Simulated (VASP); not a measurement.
Here is a VASP 6.6.1 calculation.

The input POSCAR:

```
Sn
1.0
   -1.8427173648      1.8427173648      1.8427173648
    1.8427173648     -1.8427173648      1.8427173648
    1.8427173648      1.8427173648     -1.8427173648
Sn
1
Direct
    0.0000000000      0.0000000000      0.0000000000
```

The input INCAR.step1:

```
PREC = Accurate
ENCUT = 520
ISMEAR = -1
SIGMA = 0.1
LREAL = F
LASPH = T
NELM = 60
NBANDS = 13
GGA = PE
ALGO = Normal
EDIFF = 1E-4
LWAVE = T
LCHARG = F
```

The input INCAR.step2:

```
PREC = Accurate
ENCUT = 520
EDIFF = 1E-6
ISMEAR = -1
SIGMA = 0.1
LREAL = F
LASPH = T
NELM = 60
ALGO = Normal
ISIF = 2
LWAVE = F
LCHARG = T
METAGGA = R2SCAN
LMIXTAU = T
LELF = T
LVHAR = T
NBANDS = 13
ISTART = 1
```

The input KPOINTS:

```
regular mesh
0
Gamma
  12 12 12
```

Potentials or basis: VASP PAW PBE potentials, release 64 (Sn_d).

Launch:

```sh
$ cat potpaw_PBE.64/Sn_d/POTCAR > POTCAR
$ cp INCAR.step1 INCAR
$ mpirun -np 1 vasp_std > vasp.out
$ cp INCAR.step2 INCAR
$ mpirun -np 1 vasp_std > vasp.out
```

Problem. What does it give for the band gap on the k mesh?

Solution. Zero (band 7 reaches 18.37 eV, above the bottom of band 8 at 6.17 eV).

Problem. Estimate the pressure.

Solution. 4.3 GPa.

Caveat: the PAW data sets were made with another functional, which shifts forces and pressure a little; spin-orbit coupling is left out, which moves the levels of the heavy elements.
